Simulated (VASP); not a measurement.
# V (P6_3/mmc) in VASP: a series of runs

The runs below take V through single point, with PBE.

All numbers are computed with VASP 6.6.1; they aren't measurements. Logs are shortened: lines on timing, memory, paths and dates and some standing lists are left out, and cuts for length are marked.

## 1. The cell of the first run

It takes space group P6_3/mmc (No. 194, hexagonal). Conventional cell: a = 2.615 Å, b = 2.615 Å, c = 4.689 Å, α = 90.00°, β = 90.00°, γ = 120.00°. Within 3.4 Å of V (site symmetry -6m2) lie 12 V at 2.61 to 2.79 Å.

## 2. Single point, PBE

Contents of INCAR:

```
SYSTEM = V
ALGO     = Normal         ! electronic algorithm
EDIFF    = 1E-6           ! SCF threshold, eV
ENCUT    = 520            ! plane-wave cutoff, eV
GGA      = PE             ! functional
ISIF     = 2              ! what is computed and relaxed
ISMEAR   = -1             ! smearing method
LASPH    = .True.         ! aspherical terms in the spheres
LCHARG   = .False.        ! write CHGCAR
LREAL    = .False.        ! projectors in reciprocal space
LWAVE    = .False.        ! write WAVECAR
NBANDS   = 20             ! bands
NELM     = 100            ! most SCF steps
PREC     = Accurate       ! precision mode
SIGMA    = 0.1            ! smearing width, eV
```

Contents of KPOINTS:

```
k-points
0
Gamma
  16 16 9
  0 0 0
```

Contents of POSCAR:

```
V
1.0
    2.6147175801      0.0000000000      0.0000000000
   -1.3073587901      2.2644118481      0.0000000000
    0.0000000000      0.0000000000      4.6889704715
V
2
Direct
    0.3333333333      0.6666666667      0.2500000000
    0.6666666667      0.3333333333      0.7500000000
```

Potentials or basis: VASP PAW PBE potentials, release 64 (V_sv).

On the command line:

```
> cat potpaw_PBE.64/V_sv/POTCAR > POTCAR
> mpirun -np 1 vasp_std > vasp.out
```

OUTCAR:

```text
SYSTEM = V
   EDIFF = 1E-6
   ENCUT = 520
   GGA = PE
   ISIF = 2
   ISMEAR = -1
   LASPH = .True.
   LREAL = .False.
   NELM = 100
   PREC = Accurate

 ion  position               nearest neighbor table
   1  0.333  0.667  0.250-   2 2.79   2 2.79   2 2.79   2 2.79   2 2.79   2 2.79
   2  0.667  0.333  0.750-   1 2.79   1 2.79   1 2.79   1 2.79   1 2.79   1 2.79

  LATTYP: Found a hexagonal cell.
 ALAT       =     2.6147175801
 C/A-ratio  =     1.7932990191

  Lattice vectors:

 A1 = (   2.6147175801,   0.0000000000,   0.0000000000)
 A2 = (  -1.3073587901,   2.2644118481,   0.0000000000)
 A3 = (   0.0000000000,   0.0000000000,   4.6889704715)

Analysis of symmetry for initial positions (statically):
=====================================================================
 Subroutine PRICEL returns:
 Original cell was already a primitive cell.

 Routine SETGRP: Setting up the symmetry group for a
 hexagonal supercell.

 Subroutine GETGRP returns: Found 24 space group operations
 (whereof 12 operations were pure point group operations)
 out of a pool of 24 trial point group operations.

The static configuration has the point symmetry D_3d.
 The point group associated with its full space group is D_6h.

Analysis of symmetry for dynamics (positions and initial velocities):
=====================================================================
 Subroutine PRICEL returns:
 Original cell was already a primitive cell.

 Routine SETGRP: Setting up the symmetry group for a
 hexagonal supercell.

 Subroutine GETGRP returns: Found 24 space group operations
 (whereof 12 operations were pure point group operations)
 out of a pool of 24 trial point group operations.

The dynamic configuration has the point symmetry D_3d.
 The point group associated with its full space group is D_6h.

 Subroutine INISYM returns: Found 24 space group operations
 (whereof 12 operations are pure point group operations),
 and found     1 'primitive' translations

----------------------------------------------------------------------------------------

                                     Primitive cell

  volume of cell :      27.7624

  direct lattice vectors                    reciprocal lattice vectors
     2.614717580  0.000000000  0.000000000     0.382450482  0.220807889  0.000000000
    -1.307358790  2.264411848  0.000000000     0.000000000  0.441615778  0.000000000
     0.000000000  0.000000000  4.688970472     0.000000000  0.000000000  0.213266432

  length of vectors
     2.614717580  2.614717580  4.688970472     0.441615778  0.441615778  0.213266432

  position of ions in fractional coordinates (direct lattice)
     0.333333333  0.666666667  0.250000000
     0.666666667  0.333333333  0.750000000

  ion indices of the primitive-cell ions
   primitive index   ion index
                 1           1
                 2           2

----------------------------------------------------------------------------------------

 KPOINTS: k-points

Automatic generation of k-mesh.
 Grid dimensions read from file:
 generate k-points for:   16   16    9

 Generating k-lattice:

  Cartesian coordinates                     Fractional coordinates (reciprocal lattice)
     0.023903155  0.013800493  0.000000000     0.062500000  0.000000000  0.000000000
     0.000000000  0.027600986  0.000000000     0.000000000  0.062500000  0.000000000
     0.000000000  0.000000000  0.023696270     0.000000000  0.000000000  0.111111111

  Length of vectors
     0.027600986  0.027600986  0.023696270

  Shift w.r.t. Gamma in fractional coordinates (k-lattice)
     0.000000000  0.000000000  0.000000000

 Subroutine IBZKPT returns following result:
 ===========================================

 Found    150 irreducible k-points:

 Following reciprocal coordinates:
            Coordinates               Weight
  0.000000  0.000000  0.000000      1.000000
  0.062500  0.000000  0.000000      6.000000
  0.125000  0.000000  0.000000      6.000000
  0.187500 -0.000000  0.000000      6.000000
  0.250000  0.000000  0.000000      6.000000
  0.312500 -0.000000  0.000000      6.000000
[... 16 lines left out ...]
  0.187500  0.187500  0.000000      6.000000
  0.250000  0.187500  0.000000     12.000000
 [... further k-points ...]
   k-points           NKPTS =    150   k-points in BZ     NKDIM =    150   number of bands    NBANDS=     20
   number of dos      NEDOS =    301   number of ions     NIONS =      2
   total plane-waves  NPLWV =  14400
   dimension x,y,z NGX =    20 NGY =   20 NGZ =   36
   dimension x,y,z NGXF=    40 NGYF=   40 NGZF=   72
   ions per type =               2
   NGX,Y,Z   is equivalent  to a cutoff of  12.72, 12.72, 12.76 a.u.
   NGXF,Y,Z  is equivalent  to a cutoff of  25.43, 25.43, 25.53 a.u.
 SYSTEM =  V
   PREC   = accura    normal or accurate (medium, high low for compatibility)
   ISTART =      0    job   : 0-new  1-cont  2-samecut
   ICHARG =      2    charge: 1-file 2-atom 10-const
   ISPIN  =      1    spin polarized calculation?
   LNONCOLLINEAR =      F non collinear calculations
   LSORBIT =      F    spin-orbit coupling
   LASPH  =      T    aspherical Exc in radial PAW
   ENCUT  =  520.0 eV  38.22 Ry    6.18 a.u.   4.86  4.86  8.72*2*pi/ulx,y,z
   NELM   =    100;   NELMIN=  2; NELMDL= -5     # of ELM steps
   EDIFF  = 0.1E-05   stopping-criterion for ELM
   LREAL  =      F    real-space projection
   EDIFFG = 0.1E-04   stopping-criterion for IOM
   NSW    =      0    number of steps for IOM
   IBRION =     -1    ionic relax: 0-MD 1-quasi-New 2-CG
   NFREE  =      0    steps in history (QN), initial steepest desc. (CG)
   ISIF   =      2    stress and relaxation
   ISYM   =      2    0-nonsym 1-usesym 2-fastsym
   POTIM  = 0.5000    time-step for ionic-motion
   TEBEG  =    0.0;   TEEND  =   0.0 temperature during run
   PSTRESS=    0.0 pullay stress
   NELECT =      26.0000    total number of electrons
   NUPDOWN=      -1.0000    fix difference up-down
   EMIN   =  10.00;   EMAX   =-10.00  energy-range for DOS
   EFERMI =   0.00;   METHOD = LEGACY
   ISMEAR =    -1;   SIGMA  =   0.10  broadening in eV -4-tet -1-fermi 0-gaus
   EFERMI_NEDOS =   21; number of points for ismear=-14 and -15
   IALGO  =     38    algorithm
   IMIX   =      4    mixing-type and parameters
     AMIX     =   0.40;   BMIX     =  1.00
     AMIX_MAG =   1.60;   BMIX_MAG =  1.00
  volume/ion in A,a.u.               =      13.88        93.68
  Fermi-wavevector in a.u.,A,eV,Ry     =   1.601696  3.026766 34.904788  2.565430
  Thomas-Fermi vector in A             =   2.698634
   LORBIT       =      0    0 simple, 1 ext, 2 COOP (PROOUT), +10 PAW based schemes
   GGA     = PE    functional components
[... 5 lines left out ...]
 non-spin polarized calculation
  energy-cutoff  :      520.00
  volume of cell :       27.76
 maximum number of plane-waves:       766
 NGX is ok and might be reduce to    20
   NGX =  9   NGY =  9   NGZ = 17

 number of electron      26.0000012 magnetization

 Free energy of the ion-electron system (eV)
  ---------------------------------------------------
  ext. energy  EPLUGINS =         0.00000000
  ---------------------------------------------------
  free energy    TOTEN  =       -17.53702291 eV

  energy without entropy =      -17.41931317  energy(sigma->0) =      -17.47816804

 E-fermi :   9.6941     XC(G=0): -12.7261

 val. band max:        9.6874771255   @ k =   0.1250   0.1250   0.1111
 cond. band min:       9.6942040016   @ k =   0.1875   0.1250   0.2222
 fundamental gap:      0.0067268761
 Fermi energy:         9.6941459894

 k-point     1 :       0.0000    0.0000    0.0000
  band No.  band energies     occupation
      1     -54.3376      2.00000
      2     -54.2258      2.00000
      3     -28.4411      2.00000
      4     -27.7907      2.00000
      5     -27.6870      2.00000
      6     -27.6870      2.00000
[... 12 lines left out ...]
     19      12.5544      0.00000
     20      12.5544      0.00000

 k-point     2 :       0.0625    0.0000    0.0000
  band No.  band energies     occupation
      1     -54.3309      2.00000
      2     -54.2209      2.00000
      3     -28.4306      2.00000
      4     -27.7915      2.00000
      5     -27.7190      2.00000
      6     -27.6956      2.00000
[... 12 lines left out ...]
     19      12.5745      0.00000
     20      12.8830      0.00000

 k-point     3 :       0.1250    0.0000    0.0000
  band No.  band energies     occupation
      1     -54.3114      2.00000
      2     -54.2071      2.00000
      3     -28.4000      2.00000
      4     -27.8101      2.00000
      5     -27.7945      2.00000
      6     -27.7503      2.00000
[... 12 lines left out ...]
     19      12.6169      0.00000
     20      13.6467      0.00000

 k-point     4 :       0.1875   -0.0000    0.0000
  band No.  band energies     occupation
      1     -54.2820      2.00000
      2     -54.1867      2.00000
      3     -28.3525      2.00000
      4     -27.9464      2.00000
      5     -27.8847      2.00000
      6     -27.8007      2.00000
[... 12 lines left out ...]
     19      12.6542      0.00000
     20      14.6152      0.00000

 k-point     5 :       0.2500    0.0000    0.0000
  band No.  band energies     occupation
      1     -54.2464      2.00000
      2     -54.1632      2.00000
      3     -28.2926      2.00000
      4     -28.1069      2.00000
      5     -28.0395      2.00000
      6     -27.8117      2.00000
[... 12 lines left out ...]
     19      12.6741      0.00000
     20      15.6892      0.00000

 k-point     6 :       0.3125   -0.0000    0.0000
  band No.  band energies     occupation
      1     -54.2096      2.00000
      2     -54.1405      2.00000
      3     -28.2666      2.00000
      4     -28.2266      2.00000
      5     -28.1907      2.00000
      6     -27.8367      2.00000
[... 12 lines left out ...]
     19      12.6777      0.00000
     20      16.8150      0.00000

 k-point     7 :       0.3750   -0.0000    0.0000
  band No.  band energies     occupation
      1     -54.1768      2.00000
      2     -54.1226      2.00000
      3     -28.4010      2.00000
      4     -28.3167      2.00000
      5     -28.1623      2.00000
      6     -27.8703      2.00000
[... 12 lines left out ...]
     19      12.7125      0.00000
     20      17.3551      0.00000
[... 277 lines left out ...]
 k-point    20 :       0.3125    0.1250    0.0000
  band No.  band energies     occupation
      1     -54.1672      2.00000
      2     -54.1178      2.00000
      3     -28.3777      2.00000
      4     -28.3052      2.00000
      5     -28.1427      2.00000
      6     -27.9314      2.00000
[... 12 lines left out ...]
     19      13.5576      0.00000
     20      17.8500      0.00000

 k-point    21 :       0.3750    0.1250    0.0000
  band No.  band energies     occupation
      1     -54.1450      2.00000
      2     -54.1087      2.00000
      3     -28.4549      2.00000
      4     -28.3688      2.00000
      5     -28.0917      2.00000
      6     -27.9642      2.00000
[... 12 lines left out ...]
     19      14.3072      0.00000
     20      17.0574      0.00000

 k-point    22 :       0.4375    0.1250    0.0000
  band No.  band energies     occupation
      1     -54.1365      2.00000
      2     -54.1061      2.00000
      3     -28.4818      2.00000
      4     -28.3911      2.00000
      5     -28.0699      2.00000
      6     -27.9757      2.00000
[... 12 lines left out ...]
     19      14.8089      0.00000
     20      16.3673      0.00000

 k-point    23 :       0.1875    0.1875    0.0000
  band No.  band energies     occupation
      1     -54.2010      2.00000
      2     -54.1354      2.00000
      3     -28.2134      2.00000
      4     -28.2109      2.00000
      5     -28.2040      2.00000
      6     -27.8864      2.00000
[... 12 lines left out ...]
     19      12.8433      0.00000
     20      17.2270      0.00000

 k-point    24 :       0.2500    0.1875    0.0000
  band No.  band energies     occupation
      1     -54.1704      2.00000
      2     -54.1192      2.00000
      3     -28.3140      2.00000
      4     -28.2744      2.00000
      5     -28.1499      2.00000
      6     -27.9553      2.00000
[... 12 lines left out ...]
     19      13.6372      0.00000
     20      18.3123      0.00000

 [... further k-points ...]
[... 5 lines left out ...]
  --------------------------------------------------------------------------------------
  -------------------------------------------------------------------------------------
  Total        0.0072850      0.0072850      0.0053215     -0.0000000      0.0000000     -0.0000000
  in kB        0.4204185      0.4204185      0.3071043     -0.0000000      0.0000000     -0.0000000
  external PRESSURE =       0.3826471 kB  Pullay stress =       0.0000000 kB

 VOLUME and BASIS-vectors are now :
 -----------------------------------------------------------------------------
  energy-cutoff  :      520.00
  volume of cell :       27.76
      direct lattice vectors                 reciprocal lattice vectors
     2.614717580  0.000000000  0.000000000     0.382450482  0.220807889  0.000000000
    -1.307358790  2.264411848  0.000000000     0.000000000  0.441615778  0.000000000
     0.000000000  0.000000000  4.688970472     0.000000000  0.000000000  0.213266432

 POSITION                                       TOTAL-FORCE (eV/Angst)
 -----------------------------------------------------------------------------------
     -0.00000      1.50961      1.17224         0.000000     -0.000000      0.000000
      1.30736      0.75480      3.51673        -0.000000      0.000000      0.000000
 -----------------------------------------------------------------------------------
    total drift:                               -0.000000      0.000000     -0.000000

  FREE ENERGIE OF THE ION-ELECTRON SYSTEM (eV)
  ---------------------------------------------------
  free  energy   TOTEN  =       -17.5370229058 eV

  energy  without entropy=      -17.4193131739  energy(sigma->0) =      -17.47816804
```

It took 23 s on 1 thread of Intel Xeon 6975P-C (Granite Rapids), shared host; peak memory 0.18 GiB.

Results:

| Item | Value |
| --- | --- |
| Free energy | -17.5370 eV |
| Pressure | 0.0 GPa |
| Band gap on the k mesh | zero (band 13 reaches 10.96 eV, above the bottom of band 14 at 9.13 eV) |

## 3. Single point, PBE

Contents of INCAR:

```
SYSTEM = V
PREC = Accurate
ENCUT = 520
EDIFF = 1E-6
ISMEAR = -1
SIGMA = 0.1
LREAL = .False.
LASPH = .True.
NELM = 60
ALGO = Normal
ISIF = 2
LWAVE = .False.
LCHARG = .False.
GGA = PE
NBANDS = 20
```

Contents of KPOINTS:

```
Automatic mesh
0
Gamma
  16 16 9
  0 0 0
```

Contents of POSCAR:

```
V
1.0
    2.6144758674      0.0000000000      0.0000000000
   -1.3072379337      2.2642025187      0.0000000000
    0.0000000000      0.0000000000      4.6888716206
V
2
Direct
    0.3333333333      0.6666666667      0.2500000000
    0.6666666667      0.3333333333      0.7500000000
```

Potentials or basis: VASP PAW PBE potentials, release 64 (V_sv).

On the command line:

```
> cat potpaw_PBE.64/V_sv/POTCAR > POTCAR
> mpirun -np 1 vasp_std > vasp.out
```

OUTCAR:

```text
SYSTEM = V
   PREC = Accurate
   ENCUT = 520
   EDIFF = 1E-6
   ISMEAR = -1
   LREAL = .False.
   LASPH = .True.
   NELM = 60
   ISIF = 2
   GGA = PE

 ion  position               nearest neighbor table
   1  0.333  0.667  0.250-   2 2.79   2 2.79   2 2.79   2 2.79   2 2.79   2 2.79
   2  0.667  0.333  0.750-   1 2.79   1 2.79   1 2.79   1 2.79   1 2.79   1 2.79

  LATTYP: Found a hexagonal cell.
 ALAT       =     2.6144758674
 C/A-ratio  =     1.7934270035

  Lattice vectors:

 A1 = (   2.6144758674,   0.0000000000,   0.0000000000)
 A2 = (  -1.3072379337,   2.2642025187,   0.0000000000)
[... 190 lines left out ...]
      4     -27.7877      2.00000
      5     -27.6838      2.00000
      6     -27.6838      2.00000
[... 541 lines left out ...]
     19      13.6412      0.00000
     20      18.3166      0.00000

 [... further k-points ...]
[... 5 lines left out ...]
  --------------------------------------------------------------------------------------
  -------------------------------------------------------------------------------------
  Total        0.0141205      0.0141205      0.0100230      0.0000000      0.0000000     -0.0000000
  in kB        0.8150671      0.8150671      0.5785468      0.0000000      0.0000000     -0.0000000
  external PRESSURE =       0.7362270 kB  Pullay stress =       0.0000000 kB

 VOLUME and BASIS-vectors are now :
 -----------------------------------------------------------------------------
  energy-cutoff  :      520.00
  volume of cell :       27.76
      direct lattice vectors                 reciprocal lattice vectors
     2.614475867  0.000000000  0.000000000     0.382485841  0.220828303  0.000000000
    -1.307237934  2.264202519  0.000000000     0.000000000  0.441656606  0.000000000
     0.000000000  0.000000000  4.688871621     0.000000000  0.000000000  0.213270928

 POSITION                                       TOTAL-FORCE (eV/Angst)
 -----------------------------------------------------------------------------------
     -0.00000      1.50947      1.17222         0.000000     -0.000000      0.000000
      1.30724      0.75473      3.51665        -0.000000      0.000000      0.000000
 -----------------------------------------------------------------------------------
    total drift:                               -0.000000      0.000000     -0.000000

  FREE ENERGIE OF THE ION-ELECTRON SYSTEM (eV)
  ---------------------------------------------------
  free  energy   TOTEN  =       -17.5370178698 eV

  energy  without entropy=      -17.4193478388  energy(sigma->0) =      -17.47818285
```

It took 23 s on 1 thread of Intel Xeon 6975P-C (Granite Rapids), shared host; peak memory 0.18 GiB.

Results:

```yaml
Free_energy: -17.5370 eV
Pressure: 0.1 GPa
Band_gap_on_the_k_mesh: zero (band 13 reaches 10.96 eV, above the bottom of band 14 at 9.13 eV)
```

Levels at points of the mesh, in eV from the Fermi level:
```tsv
k point	band 10	band 11	band 12	band 13	band 14	band 15	band 16	band 17
(0.00, 0.00, 0.00)	-3.42	-0.51	-0.15	0.31	0.31	0.64	0.64	1.77
(0.50, 0.00, 0.00)	-2.85	-2.69	-0.32	-0.24	0.32	0.56	2.97	3.45
```
